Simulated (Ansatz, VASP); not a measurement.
## One calculation of Ge2Sb2Se, two programs

The input INCAR:

```
PREC     = Accurate       # precision mode
ENCUT    = 600            # plane-wave cutoff, eV
EDIFF    = 1E-6           # SCF threshold, eV
ISMEAR   = 0              # smearing method
SIGMA    = 0.15           # smearing width, eV
LREAL    = F              # projectors in reciprocal space
LASPH    = T              # aspherical terms in the spheres
NELM     = 60             # most SCF steps
ALGO     = Normal         # electronic algorithm
ISIF     = 3              # what is computed and relaxed
LWAVE    = F              # write WAVECAR
LCHARG   = F              # write CHGCAR
GGA      = PE             # functional
IBRION   = 2              # ionic algorithm
NSW      = 36             # ionic steps
EDIFFG   = -0.08          # ionic threshold
```

Contents of KPOINTS:

```
Automatic mesh
0
Gamma
  1 4 4
```

POSCAR

```
Ge2Sb2Se
1.0
   10.6000000000      0.0000000000      0.0000000000
    0.0000000000      1.9750000000      3.4200000000
    0.0000000000     -1.9750000000      3.4200000000
Ge Sb Se
2 2 1
Direct
    0.8020000000      0.0000000000      0.0000000000
    0.1980000000      0.0000000000      0.0000000000
    0.3250000000      0.6667000000      0.6667000000
    0.6750000000      0.6667000000      0.6667000000
    0.0000000000      0.8300000000      0.8300000000
```

Input for Ansatz:

```yaml
crystal:
  lattice:
    - [10.6, 0.0, 0.0]
    - [0.0, 1.975, 3.42]
    - [0.0, -1.975, 3.42]
  atoms:
    - { symbol: Ge, position: [0.802, 0.0, 0.0] }
    - { symbol: Ge, position: [0.198, 0.0, 0.0] }
    - { symbol: Sb, position: [0.325, 0.6667, 0.6667] }
    - { symbol: Sb, position: [0.675, 0.6667, 0.6667] }
    - { symbol: Se, position: [0.0, 0.83, 0.83] }
basis:
  ecutwfc: 420
kpoints:
  mp_grid: { grid: [1, 4, 4] }
hamiltonian:
  xc: pbe
scf:
  occupations: { method: gaussian, width: 0.15 }
  lower_state_search: "off"
output:
  forces: true
  stress: true
  eigenvalues: true
relax:
  adjacent_minimum: "off"
  f_tol: 0.08
  max_steps: 16
  cell: { stress_tol: 0.8 }
```

Alike in both runs: task relaxation of cell and atoms; functional PBE; k mesh 1 × 4 × 4; occupations gaussian, width 0.15 eV; no spin polarisation.

|  | VASP | Ansatz |
| --- | --- | --- |
| version | VASP 6.6.1 | Ansatz 0.2.0 |
| potentials or method | VASP PAW PBE potentials, release 64 (Ge_d, Sb, Se), cutoff 600 eV | scalar-relativistic, plane waves, PAW |
| valence electrons in the cell | 44 | 74 |

|  | VASP | Ansatz | Ansatz less VASP |
| --- | --- | --- | --- |
| gap on the k mesh at the Fermi level, each at its own relaxed structure (eV) | none | none | - |
| relaxed volume (Å³/atom) | 33.87 | 33.40 | -0.462 |
| relaxed cell length with the largest relative difference (Å) | 11.068 | 10.961 | -0.1065 |

A gap of «none» marks a metal or a gap that the smearing closes. VASP's potentials hold 44 valence electrons a cell and Ansatz's 74, so a difference there can come from the potentials and not from the codes.

The k mesh is coarse, so the values compare programs but aren't converged. Neither program's run includes spin-orbit coupling. Noted on VASP's run: the volume moved by over 15 % at a fixed basis, so the end points are rough.
